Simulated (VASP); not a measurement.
# GeSb4Te7 (P-3m1) in VASP: notebook, part 2 of 2

VASP 6.6.1.

## 3. Single point, PBE (biaxial strain in the a-b plane: +2.0 %)

Input file INCAR:

```
  PREC = Accurate
  ENCUT = 520
  EDIFF = 1E-6
  ISMEAR = 0
  SIGMA = 0.02
  LREAL = False
  LASPH = True
  NELM = 80
  ALGO = Normal
  ISIF = 2
  LWAVE = False
  LCHARG = False
  GGA = PE
  NBANDS = 50
```

Input file KPOINTS:

```
regular mesh
0
Gamma
  12 12 2
```

Input file POSCAR:

```
GeSb4Te7
1.0
    4.4068087556      0.0000000000      0.0000000000
   -2.2034043778      3.8164083320      0.0000000000
    0.0000000000      0.0000000000     24.2749173829
Ge Sb Te
1 4 7
Direct
    0.0000000000      0.0000000000      0.5000000000
    0.6666666667      0.3333333333      0.9187155944
    0.3333333333      0.6666666667      0.3488174997
    0.3333333333      0.6666666667      0.0812844056
    0.6666666667      0.3333333333      0.6511825003
    0.3333333333      0.6666666667      0.8491992741
    0.6666666667      0.3333333333      0.1508007259
    0.0000000000      0.0000000000      0.7204257256
    0.6666666667      0.3333333333      0.4310323998
    0.3333333333      0.6666666667      0.5689676002
    0.0000000000      0.0000000000      0.0000000000
    0.0000000000      0.0000000000      0.2795742744
```

Potentials or basis: VASP PAW PBE potentials, release 64 (Ge_d, Sb, Te).

Command:

```
> cat potpaw_PBE.64/Ge_d/POTCAR potpaw_PBE.64/Sb/POTCAR potpaw_PBE.64/Te/POTCAR > POTCAR
> mpirun -np 1 vasp_std > vasp.out
```

OUTCAR:

```text
PREC = Accurate
   ENCUT = 520
   EDIFF = 1E-6
   ISMEAR = 0
   LREAL = False
   LASPH = True
   NELM = 80
   ISIF = 2
   GGA = PE

 ion  position               nearest neighbor table
   1  0.000  0.000  0.500-   9 3.05  10 3.05   9 3.05  10 3.05   9 3.05  10 3.05
   2  0.667  0.333  0.919-   6 3.05   6 3.05   6 3.05  11 3.22  11 3.22  11 3.22
   3  0.333  0.667  0.349-  12 3.05  12 3.05  12 3.05   9 3.23   9 3.23   9 3.23
   4  0.333  0.667  0.081-   7 3.05   7 3.05   7 3.05  11 3.22  11 3.22  11 3.22
   5  0.667  0.333  0.651-   8 3.05   8 3.05   8 3.05  10 3.23  10 3.23  10 3.23
   6  0.333  0.667  0.849-   2 3.05   2 3.05   2 3.05
   7  0.667  0.333  0.151-   4 3.05   4 3.05   4 3.05
   8  0.000  0.000  0.720-   5 3.05   5 3.05   5 3.05
   9  0.667  0.333  0.431-   1 3.05   1 3.05   1 3.05   3 3.23   3 3.23   3 3.23
  10  0.333  0.667  0.569-   1 3.05   1 3.05   1 3.05   5 3.23   5 3.23   5 3.23
  11  0.000  0.000  0.000-   2 3.22   4 3.22   2 3.22   4 3.22   2 3.22   4 3.22
  12  0.000  0.000  0.280-   3 3.05   3 3.05   3 3.05

  LATTYP: Found a hexagonal cell.
 ALAT       =     4.4068087556
[... 1480 lines left out ...]
     50       8.7165      0.00000

 [... further k-points ...]

------------------------ aborting loop because EDIFF is reached ----------------------------------------

  FORCE on cell =-STRESS in cart. coord.  units (eV):
  Direction    XX          YY          ZZ          XY          YZ          ZX
  --------------------------------------------------------------------------------------
  -------------------------------------------------------------------------------------
  Total       -3.9613235     -3.9613235     -1.2528479     -0.0000000      0.0000000     -0.0000000
  in kB      -15.5458364    -15.5458364     -4.9166823     -0.0000000      0.0000000     -0.0000000
  external PRESSURE =     -12.0027850 kB  Pullay stress =       0.0000000 kB

 VOLUME and BASIS-vectors are now :
 -----------------------------------------------------------------------------
  energy-cutoff  :      520.00
  volume of cell :      408.26
      direct lattice vectors                 reciprocal lattice vectors
     4.406808756  0.000000000  0.000000000     0.226921579  0.131013235  0.000000000
    -2.203404378  3.816408332  0.000000000     0.000000000  0.262026469  0.000000000
     0.000000000  0.000000000 24.274917383     0.000000000  0.000000000  0.041194785

 POSITION                                       TOTAL-FORCE (eV/Angst)
 -----------------------------------------------------------------------------------
      0.00000      0.00000     12.13746        -0.000000      0.000000      0.000000
      2.20340      1.27214     22.30175         0.000000      0.000000     -0.029092
     -0.00000      2.54427      8.46752        -0.000000      0.000000     -0.039777
     -0.00000      2.54427      1.97317         0.000000     -0.000000      0.029092
      2.20340      1.27214     15.80740         0.000000     -0.000000      0.039777
     -0.00000      2.54427     20.61424        -0.000000     -0.000000      0.062910
      2.20340      1.27214      3.66068        -0.000000      0.000000     -0.062910
      0.00000      0.00000     17.48827        -0.000000      0.000000     -0.062681
      2.20340      1.27214     10.46328         0.000000      0.000000     -0.016206
     -0.00000      2.54427     13.81164         0.000000     -0.000000      0.016206
      0.00000      0.00000      0.00000        -0.000000      0.000000      0.000000
      0.00000      0.00000      6.78664        -0.000000      0.000000      0.062681
 -----------------------------------------------------------------------------------
    total drift:                                0.000000     -0.000000      0.000000

  FREE ENERGIE OF THE ION-ELECTRON SYSTEM (eV)
  ---------------------------------------------------
  free  energy   TOTEN  =       -44.4680708352 eV

  energy  without entropy=      -44.4680708352  energy(sigma->0) =      -44.46807084
```

stdout:

```text
POSCAR found type information on POSCAR GeSbTe
 POSCAR found :  3 types and      12 ions
 scaLAPACK will be used
 LDA part: xc-table for (Slater+PW92), standard interpolation
 POSCAR, INCAR and KPOINTS ok, starting setup
 FFT: planning ... GRIDC
 FFT: planning ... GRID_SOFT
 FFT: planning ... GRID
 WAVECAR not read
 entering main loop
```

Run time: 14 min. Hardware: 1 thread of Intel Xeon Platinum 8488C (Sapphire Rapids), shared host; peak memory 0.98 GiB.

What came out:

```
Free energy            : -44.4681 eV
Pressure               : -1.2 GPa
Largest force          : 0.063 eV/Å
Band gap on the k mesh : 0.29 eV
```

Forces in eV/Å, atoms in the order of the input:
```
Ge   0.000  0.000  0.000
Sb   0.000  0.000 -0.029
Sb   0.000  0.000 -0.040
Sb   0.000  0.000  0.029
Sb   0.000  0.000  0.040
Te   0.000  0.000  0.063
Te   0.000  0.000 -0.063
Te   0.000  0.000 -0.063
Te   0.000  0.000 -0.016
Te   0.000  0.000  0.016
Te   0.000  0.000  0.000
Te   0.000  0.000  0.063
```

Caveat: the cell differs from its parent crystal (biaxial strain in the a-b plane: +2.0 %); spin-orbit coupling is left out, which moves the levels of the heavy elements; this functional lacks dispersion, which binds layers or chains, so the pressure and a relaxed spacing across them are unreliable. A k mesh can miss the band edges.

## 4. Single point, PBE (32.10 Å³/atom)

This run uses another cell than the first one, of 32.10 Å³/atom.

Input file INCAR:

```
  ALGO = Normal
  EDIFF = 1E-6
  ENCUT = 500
  GGA = PE
  GGA_COMPAT = F
  ISIF = 2
  ISMEAR = 0
  LASPH = T
  LCHARG = F
  LREAL = F
  LWAVE = F
  NBANDS = 50
  NELM = 120
  PREC = Accurate
  SIGMA = 0.02
```

Input file KPOINTS:

```
k-points
0
Gamma
  12 12 2
```

Input file POSCAR:

```
GeSb4Te7
1.0
    4.3041418033      0.0000000000      0.0000000000
   -2.1520709016      3.7274961431      0.0000000000
    0.0000000000      0.0000000000     24.0130593687
Ge Sb Te
1 4 7
Direct
    0.0000000000      0.0000000000      0.5000000000
    0.6666666667      0.3333333333      0.9171004282
    0.3333333333      0.6666666667      0.3459335879
    0.3333333333      0.6666666667      0.0828995718
    0.6666666667      0.3333333333      0.6540664121
    0.3333333333      0.6666666667      0.8457471637
    0.6666666667      0.3333333333      0.1542528363
    0.0000000000      0.0000000000      0.7251852742
    0.6666666667      0.3333333333      0.4297724235
    0.3333333333      0.6666666667      0.5702275765
    0.0000000000      0.0000000000      0.0000000000
    0.0000000000      0.0000000000      0.2748147258
```

Command:

```
> cat potpaw_PBE.64/Ge_d/POTCAR potpaw_PBE.64/Sb/POTCAR potpaw_PBE.64/Te/POTCAR > POTCAR
> mpirun -np 1 vasp_std > vasp.out
```

Wall time 29 min (1 thread of Oxide Virtual Turin-like, shared host); peak memory 0.79 GiB.

It converged, with:

- Free energy: -44.5220 eV
- Pressure: 0.6 GPa
- Largest force: 0.025 eV/Å
- Band gap on the k mesh: 0.21 eV

Forces on the atoms (eV/Å):
```
Ge   0.000  0.000  0.000
Sb   0.000  0.000  0.025
Sb   0.000  0.000  0.024
Sb   0.000  0.000 -0.025
Sb   0.000  0.000 -0.024
Te   0.000  0.000 -0.016
Te   0.000  0.000  0.016
Te   0.000  0.000  0.013
Te   0.000  0.000 -0.010
Te   0.000  0.000  0.010
Te   0.000  0.000  0.000
Te   0.000  0.000 -0.013
```

Levels at points of the mesh, in eV from the valence-band top:
| k point | band 36 | band 37 | band 38 | band 39 | band 40 | band 41 |
| --- | --- | --- | --- | --- | --- | --- |
| (0.00, 0.00, 0.00) | -1.21 | -0.35 | -0.13 | 0.40 | 0.44 | 0.46 |
| (0.50, 0.00, 0.00) | -1.41 | -1.06 | -0.97 | 0.74 | 0.75 | 1.00 |
| (0.00, 0.00, 0.50) | -1.05 | -0.42 | 0.00 | 0.21 | 0.37 | 0.37 |
| (0.50, 0.00, 0.50) | -1.27 | -1.07 | -0.62 | 0.37 | 0.61 | 0.80 |

Caveat: spin-orbit coupling is left out, which moves the levels of the heavy elements; this functional lacks dispersion, which binds layers or chains, so the pressure and a relaxed spacing across them are unreliable. A k mesh can miss the band edges.

## 5. Summary

```csv
cell,cutoff (eV),gap on the mesh (eV),pressure (GPa),largest force (eV/Å)
"a = 4.407, b = 4.407, c = 25.061 Å, angles 90.0, 90.0, 120.0°, 12 atoms, atomic positions A",500,0.42,-1.1,0.02
"a = 4.407, b = 4.407, c = 24.275 Å, angles 90.0, 90.0, 120.0°, 12 atoms, atomic positions B",520,0.29,-1.2,0.06
"a = 4.304, b = 4.304, c = 24.013 Å, angles 90.0, 90.0, 120.0°, 12 atoms, atomic positions C",500,0.21,0.6,0.03
```

Alike in all rows: task single point; level PBE; potentials or basis VASP PAW PBE potentials, release 64 (Ge_d, Sb, Te); no spin polarisation; k mesh 12 × 12 × 2; smearing gaussian 0.02 eV.

Caveats: spin-orbit coupling is left out, which moves the levels of the heavy elements; this functional lacks dispersion, which binds layers or chains, so the pressure and a relaxed spacing across them are unreliable.

Absolute energies hang on the potentials; compare differences alone.
